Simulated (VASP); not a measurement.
# BN (P1) in VASP: a series of runs, part 2 of 2

VASP 6.6.1.

## (5) Single point, PBEsol (atom 1 (B) moved by (-0.200, -0.100) A along [1 1 0] and z)

Contents of INCAR:

```
PREC     = Accurate       # precision mode
ENCUT    = 520            # plane-wave cutoff, eV
EDIFF    = 1E-6           # SCF threshold, eV
ISMEAR   = 0              # smearing method
SIGMA    = 0.05           # smearing width, eV
LREAL    = F              # projectors in reciprocal space
LASPH    = T              # aspherical terms in the spheres
NELM     = 100            # most SCF steps
ALGO     = Normal         # electronic algorithm
ISIF     = 2              # what is computed and relaxed
LWAVE    = F              # write WAVECAR
LCHARG   = F              # write CHGCAR
GGA      = PS             # functional
NBANDS   = 11             # bands
```

Contents of KPOINTS:

```
regular mesh
0
Gamma
  12 12 12
```

Contents of POSCAR:

```
BN
1.0
    0.0000000000      3.4953158300      2.1660912400
    1.2516321000      0.0000000000      2.1660912400
    1.2516321000      3.4953158300      0.0000000000
B N
1 1
Direct
    0.0132302493     -0.0592990563      0.9463094996
    0.6666513400      0.6666513400      0.3333486600
```

Started as:

```bash
$ cat potpaw_PBE.64/B/POTCAR potpaw_PBE.64/N/POTCAR > POTCAR
$ mpirun -np 1 vasp_std > vasp.out
```

Run time: 5.3 min. Hardware: 1 thread of Intel Xeon 8259CL, shared host; peak memory 0.29 GiB.

Results (log left out):

| Property | Result |
| --- | --- |
| Free energy | -17.6537 eV |
| Pressure | 8.1 GPa |
| Largest force | 5.417 eV/Å |
| Band gap on the k mesh | 2.34 eV (least direct gap 3.67 eV) |

Forces on the atoms (eV/Å):
```
B    3.906  1.526  3.429
N   -3.906 -1.526 -3.429
```

Stress tensor (GPa, compression positive):
```
  3.35  -4.67 -12.11
 -4.67  -2.07  -3.93
-12.11  -3.93  23.12
```

Levels at points of the mesh, in eV from the valence-band top:
```tsv
k point	band 1	band 2	band 3	band 4	band 5	band 6	band 7	band 8
(0.00, 0.00, 0.00)	-18.48	-5.19	-3.87	0.00	3.67	8.52	12.52	13.59
(0.50, 0.00, 0.00)	-15.45	-9.78	-4.01	-1.48	3.14	8.27	12.33	15.11
(0.50, 0.50, 0.50)	-15.07	-9.24	-5.87	-2.27	4.67	8.99	12.53	15.43
(0.00, 0.50, 0.00)	-15.08	-9.23	-5.87	-2.40	5.36	8.74	12.01	14.66
(0.00, 0.00, 0.50)	-15.45	-9.78	-4.00	-1.60	3.46	8.14	12.19	14.59
(0.50, 0.50, 0.00)	-15.52	-9.89	-3.94	-0.96	4.19	8.16	11.21	12.68
(0.50, 0.00, 0.50)	-18.27	-6.90	-3.87	0.00	8.02	8.69	11.60	13.66
(0.00, 0.50, 0.50)	-15.43	-9.70	-3.97	-1.89	2.34	8.47	13.75	17.43
```

Caveat: the cell differs from its parent crystal (atom 1 (B) moved by (-0.200, -0.100) A along [1 1 0] and z); the cell stands under pressure; the PAW data sets were made with another functional, which shifts forces and pressure a little.

## (6) Single point, PBEsol (atom 1 (B) moved by (-0.200, +0.100) A along [1 1 0] and z)

Contents of INCAR:

```
SYSTEM = BN
ALGO = Normal ; EDIFF = 1E-7
ENCUT = 520 ; GGA = PS
ISIF = 2 ; ISMEAR = 0
LASPH = .TRUE. ; LCHARG = .TRUE.
LELF = .TRUE. ; LREAL = .FALSE.
LVHAR = .TRUE. ; LWAVE = .FALSE.
NBANDS = 11 ; NELM = 80
PREC = Accurate ; SIGMA = 0.05
```

Contents of KPOINTS:

```
k-points
0
G
  12 12 12
  0 0 0
```

Edit POSCAR of step 5 so:

```diff
@@ -8,3 +8,3 @@
 Direct
-    0.0132302493     -0.0592990563      0.9463094996
+    0.0593963563     -0.0131329493      0.9001433925
     0.6666513400      0.6666513400      0.3333486600
```

Potentials or basis: VASP PAW PBE potentials, release 64 (B, N).

Started as:

```bash
$ cat potpaw_PBE.64/B/POTCAR potpaw_PBE.64/N/POTCAR > POTCAR
$ mpirun -np 1 vasp_std > vasp.out
```

OUTCAR:

```text
SYSTEM = BN
   EDIFF = 1E-7
   ENCUT = 520
   GGA = PS
   ISIF = 2
   ISMEAR = 0
   LASPH = .TRUE.
   LREAL = .FALSE.
   NELM = 80
   PREC = Accurate

 ion  position               nearest neighbor table
   1  0.059  0.987  0.900-   2 1.28   2 1.53   2 1.56
   2  0.667  0.667  0.333-   1 1.28   1 1.53   1 1.56

  LATTYP: Found a face centered orthorhombic cell.
 ALAT       =     2.5032642000
 B/A-ratio  =     1.7306133647
 C/A-ratio  =     2.7926064137

  Lattice vectors:

 A1 = (   0.0000000000,   3.4953158300,   2.1660912400)
 A2 = (  -1.2516321000,   3.4953158300,   0.0000000000)
 A3 = (  -1.2516321000,   0.0000000000,   2.1660912400)

Analysis of symmetry for initial positions (statically):
=====================================================================
 Subroutine PRICEL returns:
 Original cell was already a primitive cell.

 Routine SETGRP: Setting up the symmetry group for a
 face centered orthorhombic supercell.

 Subroutine GETGRP returns: Found  1 space group operations
 (whereof  1 operations were pure point group operations)
 out of a pool of  8 trial point group operations.

The static configuration has the point symmetry C_1 .

Analysis of symmetry for dynamics (positions and initial velocities):
=====================================================================
 Subroutine PRICEL returns:
 Original cell was already a primitive cell.

 Routine SETGRP: Setting up the symmetry group for a
 face centered orthorhombic supercell.

 Subroutine GETGRP returns: Found  1 space group operations
 (whereof  1 operations were pure point group operations)
 out of a pool of  8 trial point group operations.

The dynamic configuration has the point symmetry C_1 .

 Subroutine INISYM returns: Found  1 space group operations
 (whereof  1 operations are pure point group operations),
 and found     1 'primitive' translations

----------------------------------------------------------------------------------------

                                     Primitive cell

  volume of cell :      18.9526

  direct lattice vectors                    reciprocal lattice vectors
     0.000000000  3.495315830  2.166091240    -0.399478409  0.143048590  0.230830535
     1.251632100  0.000000000  2.166091240     0.399478409 -0.143048590  0.230830535
     1.251632100  3.495315830  0.000000000     0.399478409  0.143048590 -0.230830535

  length of vectors
     4.112077822  2.501706252  3.712656147     0.483041027  0.483041027  0.483041027

  position of ions in fractional coordinates (direct lattice)
     0.059396356  0.986867051  0.900143392
     0.666651340  0.666651340  0.333348660

  ion indices of the primitive-cell ions
   primitive index   ion index
                 1           1
                 2           2

----------------------------------------------------------------------------------------

 KPOINTS: k-points

Automatic generation of k-mesh.
 Grid dimensions read from file:
 generate k-points for:   12   12   12

 Generating k-lattice:

  Cartesian coordinates                     Fractional coordinates (reciprocal lattice)
    -0.033289867  0.011920716  0.019235878     0.083333333  0.000000000  0.000000000
     0.033289867 -0.011920716  0.019235878     0.000000000  0.083333333  0.000000000
     0.033289867  0.011920716 -0.019235878     0.000000000  0.000000000  0.083333333
[... 39 lines left out ...]
   k-points           NKPTS =    868   k-points in BZ     NKDIM =    868   number of bands    NBANDS=     11
   number of dos      NEDOS =    301   number of ions     NIONS =      2
   total plane-waves  NPLWV =  17920
   dimension x,y,z NGX =    32 NGY =   20 NGZ =   28
   dimension x,y,z NGXF=    64 NGYF=   40 NGZF=   56
   ions per type =               1   1
   NGX,Y,Z   is equivalent  to a cutoff of  12.94, 13.29, 12.54 a.u.
   NGXF,Y,Z  is equivalent  to a cutoff of  25.87, 26.58, 25.08 a.u.
 SYSTEM =  BN
   PREC   = accura    normal or accurate (medium, high low for compatibility)
   ISTART =      0    job   : 0-new  1-cont  2-samecut
   ICHARG =      2    charge: 1-file 2-atom 10-const
   ISPIN  =      1    spin polarized calculation?
   LNONCOLLINEAR =      F non collinear calculations
   LSORBIT =      F    spin-orbit coupling
   LASPH  =      T    aspherical Exc in radial PAW
   ENCUT  =  520.0 eV  38.22 Ry    6.18 a.u.   7.65  4.65  6.90*2*pi/ulx,y,z
   NELM   =     80;   NELMIN=  2; NELMDL= -5     # of ELM steps
   EDIFF  = 0.1E-06   stopping-criterion for ELM
   LREAL  =      F    real-space projection
   EDIFFG = 0.1E-05   stopping-criterion for IOM
   NSW    =      0    number of steps for IOM
   IBRION =     -1    ionic relax: 0-MD 1-quasi-New 2-CG
   NFREE  =      0    steps in history (QN), initial steepest desc. (CG)
   ISIF   =      2    stress and relaxation
   ISYM   =      2    0-nonsym 1-usesym 2-fastsym
   POTIM  = 0.5000    time-step for ionic-motion
   TEBEG  =    0.0;   TEEND  =   0.0 temperature during run
   PSTRESS=    0.0 pullay stress
   NELECT =       8.0000    total number of electrons
   NUPDOWN=      -1.0000    fix difference up-down
   EMIN   =  10.00;   EMAX   =-10.00  energy-range for DOS
   EFERMI =   0.00;   METHOD = LEGACY
   ISMEAR =     0;   SIGMA  =   0.05  broadening in eV -4-tet -1-fermi 0-gaus
   EFERMI_NEDOS =   21; number of points for ismear=-14 and -15
   IALGO  =     38    algorithm
   IMIX   =      4    mixing-type and parameters
     AMIX     =   0.40;   BMIX     =  1.00
     AMIX_MAG =   1.60;   BMIX_MAG =  1.00
  volume/ion in A,a.u.               =       9.48        63.95
  Fermi-wavevector in a.u.,A,eV,Ry     =   1.228047  2.320672 20.518928  1.508099
  Thomas-Fermi vector in A             =   2.362987
   LORBIT       =      0    0 simple, 1 ext, 2 COOP (PROOUT), +10 PAW based schemes
   GGA     = PS    functional components
   LHFCALC =     F    Hartree Fock is set to
   AEXX    =    0.0000 exact exchange contribution
   IVDW    =     0    specifies the selected vdW correction
   LEPSILON=     F    determine dielectric tensor
   LRPA    =     F    only Hartree local field effects (RPA)
 non-spin polarized calculation
 Gauss-broadening in eV      SIGMA  =   0.05
  energy-cutoff  :      520.00
  volume of cell :       18.95
 maximum number of plane-waves:       529
   NGX = 15   NGY =  9   NGZ = 13

 number of electron       8.0000000 magnetization

 Free energy of the ion-electron system (eV)
  ---------------------------------------------------
  ext. energy  EPLUGINS =         0.00000000
  ---------------------------------------------------
  free energy    TOTEN  =       -17.43539461 eV

  energy without entropy =      -17.43539461  energy(sigma->0) =      -17.43539461

 E-fermi :   2.7186     XC(G=0):  -9.9669

 val. band max:        2.4555610615   @ k =   0.5000   0.0000   0.5000
 cond. band min:       5.3338053367   @ k =   0.5000   0.0000   0.0000
 fundamental gap:      2.8782442751
 Fermi energy:         2.7186458436

 k-point     1 :       0.0000    0.0000    0.0000
  band No.  band energies     occupation
      1     -15.9310      2.00000
      2      -2.6482      2.00000
      3      -1.1825      2.00000
      4       2.4541      2.00000
      5       6.2567      0.00000
      6      11.0530      0.00000
      7      14.6882      0.00000
      8      15.3171      0.00000
      9      17.6216      0.00000
     10      27.0046      0.00000
     11      27.8293      0.00000
[... 309 lines left out ...]
 k-point    24 :       0.0000    0.5000    0.0000
  band No.  band energies     occupation
      1     -12.7524      2.00000
      2      -6.9243      2.00000
      3      -2.2611      2.00000
      4       0.4144      2.00000
      5       7.1595      0.00000
      6      10.5610      0.00000
      7      14.6405      0.00000
      8      17.2032      0.00000
      9      20.4833      0.00000
     10      23.1375      0.00000
     11      25.6619      0.00000

 [... further k-points ...]

------------------------ aborting loop because EDIFF is reached ----------------------------------------

  FORCE on cell =-STRESS in cart. coord.  units (eV):
  Direction    XX          YY          ZZ          XY          YZ          ZX
  --------------------------------------------------------------------------------------
  -------------------------------------------------------------------------------------
  Total        3.9248786     -0.2472895      0.6123813     -1.0992523      0.7003637     -2.5684568
  in kB      331.7927941    -20.9048163     51.7681502    -92.9261871     59.2058096   -217.1265821
  external PRESSURE =     120.8853760 kB  Pullay stress =       0.0000000 kB

 VOLUME and BASIS-vectors are now :
 -----------------------------------------------------------------------------
  energy-cutoff  :      520.00
  volume of cell :       18.95
      direct lattice vectors                 reciprocal lattice vectors
     0.000000000  3.495315830  2.166091240    -0.399478409  0.143048590  0.230830535
     1.251632100  0.000000000  2.166091240     0.399478409 -0.143048590  0.230830535
     1.251632100  3.495315830  0.000000000     0.399478409  0.143048590 -0.230830535

 POSITION                                       TOTAL-FORCE (eV/Angst)
 -----------------------------------------------------------------------------------
      2.36184      3.35389      2.26630         7.782291      1.374302     -4.816379
      1.25163      3.49532      2.88806        -7.782291     -1.374302      4.816379
 -----------------------------------------------------------------------------------
    total drift:                                0.000013     -0.000131     -0.000088

  FREE ENERGIE OF THE ION-ELECTRON SYSTEM (eV)
  ---------------------------------------------------
  free  energy   TOTEN  =       -17.4353946098 eV

  energy  without entropy=      -17.4353946098  energy(sigma->0) =      -17.43539461
```

stdout:

```text
POSCAR found type information on POSCAR B N
 POSCAR found :  2 types and       2 ions
 scaLAPACK will be used
 -----------------------------------------------------------------------------
|                                                                             |
|                                                                             |
|     You enforced a specific xc type in the INCAR file but a different       |
|     I HOPE YOU KNOW WHAT YOU ARE DOING!                                     |
|                                                                             |
 -----------------------------------------------------------------------------

 LDA part: xc-table for (Slater+PW92), standard interpolation
 POSCAR, INCAR and KPOINTS ok, starting setup
 FFT: planning ... GRIDC
 FFT: planning ... GRID_SOFT
 FFT: planning ... GRID
 WAVECAR not read
 entering main loop
```

Wall time 4.7 min (1 thread of Intel Xeon 8259CL, shared host); peak memory 0.29 GiB.

Results:

```yaml
Free_energy: -17.4354 eV
Pressure: 12.1 GPa
Largest_force: 9.255 eV/Å
Band_gap_on_the_k_mesh: 2.88 eV (least direct gap 3.80 eV)
```

Forces in eV/Å, atoms in the order of the input:
```
B    7.782  1.374 -4.816
N   -7.782 -1.374  4.816
```

Caveat: the cell differs from its parent crystal (atom 1 (B) moved by (-0.200, +0.100) A along [1 1 0] and z); the cell stands under pressure; the PAW data sets were made with another functional, which shifts forces and pressure a little. A k mesh can miss the band edges.

## (7) Summary

```csv
cell,gap on the mesh (eV),pressure (GPa),largest force (eV/Å)
"as given, atomic positions A",1.35,19.4,10.02
"as given, atomic positions B",3.27,6.5,6.11
"as given, atomic positions C",2.18,22.6,12.32
"as given, atomic positions D",2.34,8.1,5.42
"as given, atomic positions E",2.88,12.1,9.25
```

Alike in all rows: task single point; level PBEsol; potentials or basis VASP PAW PBE potentials, release 64 (B, N); no spin polarisation; k mesh 12 × 12 × 12; cutoff (eV) 520; smearing gaussian 0.05 eV.

Caveats: the cell stands under pressure; the PAW data sets were made with another functional, which shifts forces and pressure a little.

Total energies depend on the potentials used, so only differences within one code and one set of settings carry meaning.
